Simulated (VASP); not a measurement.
A run of VASP 6.6.1:

INCAR

```
PREC = Accurate
ENCUT = 600
EDIFF = 1E-7
ISMEAR = -1
SIGMA = 0.08
LREAL = F
LASPH = T
NELM = 100
ALGO = Normal
ISIF = 3
LWAVE = F
LCHARG = F
GGA = PE
IBRION = 2
NSW = 60
EDIFFG = -0.005
PSTRESS = 260.0
```

File KPOINTS:

```
Automatic mesh
0
Gamma
  15 15 8
```

File POSCAR:

```
Zr
1.0
    3.0077414280      0.0000000000      0.0000000000
   -1.5038707140      2.6047804846      0.0000000000
    0.0000000000      0.0000000000      4.8725411133
Zr
2
Direct
    0.3333333333      0.6666666667      0.2500000000
    0.6666666667      0.3333333333      0.7500000000
```

Potentials or basis: VASP PAW PBE potentials, release 64 (Zr_sv).

Launch:

```bash
$ cat potpaw_PBE.64/Zr_sv/POTCAR > POTCAR
$ mpirun -np 1 vasp_std > vasp.out
```

Hardware: 1 thread of Intel Xeon 6975P-C, with other jobs on the host.

Task: Estimate the wall time of this run.

Result: It took 3.5 min on 1 thread of Intel Xeon 6975P-C, with other jobs on the host, peak memory 0.23 GiB. Counts: scf iterations 49, k points 135, ion steps 6.
